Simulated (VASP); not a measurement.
Input of a VASP 6.6.1 run:

INCAR

```
SYSTEM = Te
PREC = Accurate
ENCUT = 520
EDIFF = 1E-6
ISMEAR = -1
SIGMA = 0.05
LREAL = .False.
LASPH = .True.
NELM = 80
ALGO = Normal
ISIF = 2
LWAVE = .False.
LCHARG = .False.
GGA = PE
IVDW = 12
NBANDS = 16
```

Contents of KPOINTS:

```
regular mesh
0
Gamma
  7 7 5
  0 0 0
```

File POSCAR:

```
Te
1.0
    4.3223878216      0.0000000000      0.0000000000
   -2.1611939108      3.7432976585      0.0000000000
    0.0000000000      0.0000000000      5.9627936553
Te
3
Direct
    0.7157311482      0.7157311482      0.0000000000
    0.0000000000      0.2842688518      0.6666666667
    0.2842688518      0.0000000000      0.3333333333
```

Potentials or basis: VASP PAW PBE potentials, release 64 (Te).

The run is started by

```bash
$ cat potpaw_PBE.64/Te/POTCAR > POTCAR
$ mpirun -np 1 vasp_std > vasp.out
```

Q: Predict the largest force.

A: 0.011 eV/Å.

Q: Estimate the dispersion energy per atom.

A: -0.456 eV.

Q: Estimate the pressure.

A: 0.0 GPa.

Q: What does it give for the band gap on the k mesh?

A: 0.49 eV (least direct gap 0.63 eV).

Forces on the atoms (eV/Å):
```
Te  -0.006 -0.010  0.000
Te  -0.006  0.010  0.000
Te   0.011  0.000  0.000
```

Caveat: semilocal functionals underestimate gaps, and a narrow one can read as zero; spin-orbit coupling is left out, which moves the levels of the heavy elements. A hybrid or GW would open this gap; PBE tends to underestimate it.
